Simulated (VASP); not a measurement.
**MgO: single point with PBE**

MgO:

```
Mg O
1.0
     2.33961    0.00000    0.00000
     0.00000    2.33961    0.00000
     0.00000    0.00000    2.33961
Mg O
1 1
Direct
  0.00000 0.00000 0.00000
  0.50000 0.50000 0.50000
```

This cell differs from its parent crystal: volume scaled by 0.680.

- Program: VASP 6.6.1
- Task: single point
- Functional: PBE
- Potentials or basis: VASP PAW PBE potentials, release 64 (Mg, O)
- Cutoff: 520 eV
- k mesh: 14 × 14 × 14
- Occupations: gaussian, width 0.05 eV
- Spin: no spin polarisation

The pressure is 117.1 GPa. The band gap on the k mesh is 6.28 eV, direct.

Levels at points of the mesh, in eV from the valence-band top:
| k point | band 1 | band 2 | band 3 | band 4 | band 5 | band 6 | band 7 | band 8 |
| --- | --- | --- | --- | --- | --- | --- | --- | --- |
| (0.00, 0.00, 0.00) | -21.47 | -1.46 | -1.46 | -1.46 | 6.78 | 10.89 | 10.89 | 26.98 |
| (0.50, 0.00, 0.00) | -19.25 | -9.02 | -0.93 | -0.93 | 10.76 | 13.91 | 16.43 | 19.28 |
| (0.50, 0.50, 0.00) | -17.77 | -6.74 | -6.74 | 0.00 | 6.28 | 16.54 | 16.61 | 16.61 |
| (0.50, 0.50, 0.50) | -16.03 | -5.67 | -5.67 | -5.67 | 9.21 | 9.21 | 9.21 | 23.89 |

It took 5 s on 1 thread of Intel(R) Xeon(R) 6975P-C (Granite Rapids) (shared host), peak memory 0.13 GiB.

 A k mesh can miss the band edges.
